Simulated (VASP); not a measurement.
Input of a VASP 6.6.1 run:

Contents of INCAR:

```
SYSTEM = MgI2
PREC = Accurate
ENCUT = 520
EDIFF = 1E-6
ISMEAR = 0
SIGMA = 0.05
LREAL = .False.
LASPH = .True.
NELM = 100
ALGO = Normal
ISIF = 2
LWAVE = .False.
LCHARG = .False.
GGA = PE
NBANDS = 15
```

The input KPOINTS:

```
Automatic mesh
0
Gamma
  6 6 4
  0 0 0
```

The input POSCAR:

```
MgI2
1.0
    4.1387920735      0.0000000000      0.0000000000
   -2.0693960368      3.5842990767      0.0000000000
    0.0000000000      0.0000000000      7.6847014931
Mg I
1 2
Direct
    0.0000000000      0.0000000000      0.0000000000
    0.3333333333      0.6666666667      0.7705052557
    0.6666666667      0.3333333333      0.2294947443
```

Potentials or basis: VASP PAW PBE potentials, release 64 (Mg, I).

Run with:

```sh
$ cat potpaw_PBE.64/Mg/POTCAR potpaw_PBE.64/I/POTCAR > POTCAR
$ mpirun -np 1 vasp_std > vasp.out
```

What does it give for the pressure?

-0.4 GPa.

Estimate the largest force.

0.332 eV/Å.

Predict the band gap on the k mesh.

3.38 eV, indirect (least direct gap 3.51 eV).

Forces in eV/Å, atoms in the order of the input:
```
Mg   0.000  0.000  0.000
I    0.000  0.000  0.332
I    0.000  0.000 -0.332
```

Caveat: spin-orbit coupling is left out, which moves the levels of the heavy elements; this functional lacks dispersion, which binds the layers, so the pressure and a relaxed spacing across them are unreliable. A k mesh can miss the band edges.
